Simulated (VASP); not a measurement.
## AlN: single point with r2SCAN

Crystal: AlN.

```
Al N
1.0
     0.00000    2.01887    2.01887
     2.01887    0.00000    2.01887
     2.01887    2.01887    0.00000
Al N
1 1
Direct
  0.00000 0.00000 0.00000
  0.50000 0.50000 0.50000
```

```yaml
Program: VASP 6.6.1
Task: single point
Functional: r2SCAN
Potentials_or_basis: VASP PAW PBE potentials, release 64 (Al, N)
Cutoff: 520 eV
k_mesh: 10 × 10 × 10
Occupations: gaussian, width 0.01 eV
Spin: no spin polarisation
Dipole_correction: no
Further_INCAR_settings: ALGO = Normal; EDIFF = 1e-06; NBANDS = 11
```

```json
{"Pressure": "-0.8 GPa", "Band gap on the k mesh": "5.53 eV, indirect (least direct gap 6.58 eV)"}
```

Levels at points of the mesh, in eV from the valence-band top:
```
           k point  band 2  band 3  band 4  band 5  band 6  band 7
(0.00, 0.00, 0.00)    0.00    0.00    0.00    6.58   12.93   12.93
(0.50, 0.00, 0.00)   -8.47   -1.16   -1.16    6.94   11.94   11.94
(0.50, 0.50, 0.00)   -7.57   -2.91   -2.91    5.53    5.97   15.43
```

Wall time 15 s on 1 thread of Intel Xeon 6975P-C, on a shared host, peak memory 0.14 GiB.

Caveat: the PAW data sets were made with another functional, which shifts forces and pressure a little. r2SCAN opens gaps a little over a GGA but as a rule still falls short of measured ones.
